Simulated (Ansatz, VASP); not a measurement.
One calculation of NaCa2, two programs

```
CELL_PARAMETERS angstrom
3.79982 0.00000 0.11193
0.00000 6.08237 0.00000
-0.36453 0.00000 10.61203
ATOMIC_POSITIONS crystal
Na 0.00122 0.75000 0.74997
Na 0.99878 0.25000 0.25003
Ca 0.28344 0.25000 0.58363
Ca 0.28325 0.75000 0.08389
Ca 0.71656 0.75000 0.41637
Ca 0.71675 0.25000 0.91611
```

Change from the starting cell: the structure that the rattled AlB2 type (P6/mmm, No. 191) fell into.

Alike in both runs: functional PBE; k mesh 10 × 6 × 4; occupations gaussian, width 0.1 eV; no spin polarisation.

Ansatz relaxed the structure, and its values are those at the end. VASP's run is a single point on that final structure, the one shown.

```csv
,VASP,Ansatz
version,VASP 6.6.1,Ansatz 0.2.0
potentials or method,"VASP PAW PBE potentials, release 64 (Na_pv, Ca_sv), cutoff 520 eV","scalar-relativistic, plane waves, PAW"
valence electrons in the cell,54,58
```

```csv
,VASP,Ansatz,Ansatz less VASP
gap on the k mesh at the Fermi level (eV),none,none,-
pressure (GPa),0.0,0.0,0.00
```

A gap of «none» marks a metal or a gap that the smearing closes. VASP's potentials hold 54 valence electrons a cell and Ansatz's 58, so a difference there can come from the potentials and not from the codes.
